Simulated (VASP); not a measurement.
Write the native input for VASP 6.6.1 that does the following.

```yaml
Task: single point
Functional: LDA
Potentials_or_basis: VASP PAW LDA potentials, release 64 (Al, O_h)
Cutoff: 1340 eV
k_mesh: 6 × 4 × 8
Occupations: gaussian, width 0.05 eV
Spin: no spin polarisation
Dipole_correction: no
Further_INCAR_settings: ALGO = Normal; EDIFF = 1e-06; NBANDS = 35
```

The structure of Al2O3 lies in POSCAR:

```
Al2O3
1.0
    4.5925857122      0.0000000000      0.0000000000
    0.0000000000      9.5731211374      0.0000000000
    0.0000000000      0.0000000000      2.8556043873
Al O
4 6
Direct
    0.4138788494      0.3309999366      0.5000000000
    0.5861211506      0.6690000634      0.5000000000
    0.9138788494      0.1690000634      0.0000000000
    0.0861211506      0.8309999366      0.0000000000
    0.7315554251      0.2226862107      0.5000000000
    0.0000000000      0.0000000000      0.0000000000
    0.7684445749      0.7226862107      0.0000000000
    0.2315554251      0.2773137893      0.0000000000
    0.2684445749      0.7773137893      0.5000000000
    0.5000000000      0.5000000000      0.5000000000
```

This cell differs from its parent crystal: strain +0.000 along x and y, -0.040 along z.

One way to write it, as run:

INCAR

```
SYSTEM = Al2O3
PREC = Accurate
ENCUT = 1340
EDIFF = 1E-6
ISMEAR = 0
SIGMA = 0.05
LREAL = .False.
LASPH = .True.
NELM = 120
ALGO = Normal
ISIF = 2
LWAVE = .False.
LCHARG = .True.
LELF = .True.
LVHAR = .True.
NBANDS = 35
GGA_COMPAT = .False.
```

KPOINTS

```
Automatic mesh
0
Gamma
  6 4 8
  0 0 0
```

Potentials or basis: VASP PAW LDA potentials, release 64 (Al, O_h).

The run is started by

```console
$ cat potpaw_LDA.64/Al/POTCAR potpaw_LDA.64/O_h/POTCAR > POTCAR
$ mpirun -np 1 vasp_std > vasp.out
```

It gave:

- Pressure: 7.9 GPa
- Largest force: 0.776 eV/Å
- Band gap on the k mesh: 3.43 eV

Caveat: the cell differs from its parent crystal (strain +0.000 along x and y, -0.040 along z); the stress differs along the axes, from 2 to 17 GPa.

Run time: 9.4 min on 1 thread of Intel(R) Xeon(R) 6975P-C (Granite Rapids), with other jobs on the host, peak memory 0.93 GiB.
